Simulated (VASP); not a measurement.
Write the native input for VASP 6.6.1 that does the following.

```
Task                   : single point
Functional             : PBEsol
Potentials or basis    : VASP PAW PBE potentials, release 64 (Ba_sv, Ti_sv, O)
Cutoff                 : 520 eV
k mesh                 : 7 × 7 × 7
Occupations            : fermi-dirac, width 0.05 eV
Spin                   : no spin polarisation
Dipole correction      : no
Further INCAR settings : ALGO = Normal; EDIFF = 1e-07; NBANDS = 28
```

The structure of BaTiO3 (Barioperovskite) lies in POSCAR:

```
BaTiO3
1.0
    4.0118948090      0.0000000000      0.0000000000
    0.0000000000      2.8556879648      2.8639926021
    0.0000000000     -2.8556879648      2.8639926021
Ba Ti O
1 1 3
Direct
    0.0000000000      0.0000000000      0.0000000000
    0.5000000000      0.5124000000      0.5124000000
    0.5000000000      0.9918400000      0.5052400000
    0.5000000000      0.5052400000      0.9918400000
    0.0000000000      0.4874000000      0.4874000000
```

This cell differs from its parent crystal: volume scaled by 1.02.

The input as run:

INCAR

```
PREC     = Accurate       # precision mode
ENCUT    = 520            # plane-wave cutoff, eV
EDIFF    = 1E-7           # SCF threshold, eV
ISMEAR   = -1             # smearing method
SIGMA    = 0.05           # smearing width, eV
LREAL    = False          # projectors in reciprocal space
LASPH    = True           # aspherical terms in the spheres
NELM     = 80             # most SCF steps
ALGO     = Normal         # electronic algorithm
ISIF     = 2              # what is computed and relaxed
LWAVE    = False          # write WAVECAR
LCHARG   = False          # write CHGCAR
GGA      = PS             # functional
NBANDS   = 28             # bands
```

KPOINTS

```
Automatic mesh
0
Gamma
  7 7 7
```

Potentials or basis: VASP PAW PBE potentials, release 64 (Ba_sv, Ti_sv, O).

Run with:

```console
$ cat potpaw_PBE.64/Ba_sv/POTCAR potpaw_PBE.64/Ti_sv/POTCAR potpaw_PBE.64/O/POTCAR > POTCAR
$ mpirun -np 1 vasp_std > vasp.out
```

Results of the run:

```json
{"Pressure": "-5.3 GPa", "Largest force": "0.338 eV/Å", "Band gap on the k mesh": "1.84 eV, indirect (least direct gap 1.99 eV)"}
```

Caveat: the PAW data sets were made with another functional, which shifts forces and pressure a little; spin-orbit coupling is left out, which moves the levels of the heavy elements.

Run time: 52 s on 1 thread of Intel(R) Xeon(R) 6975P-C (Granite Rapids), with other jobs on the host, peak memory 0.25 GiB.
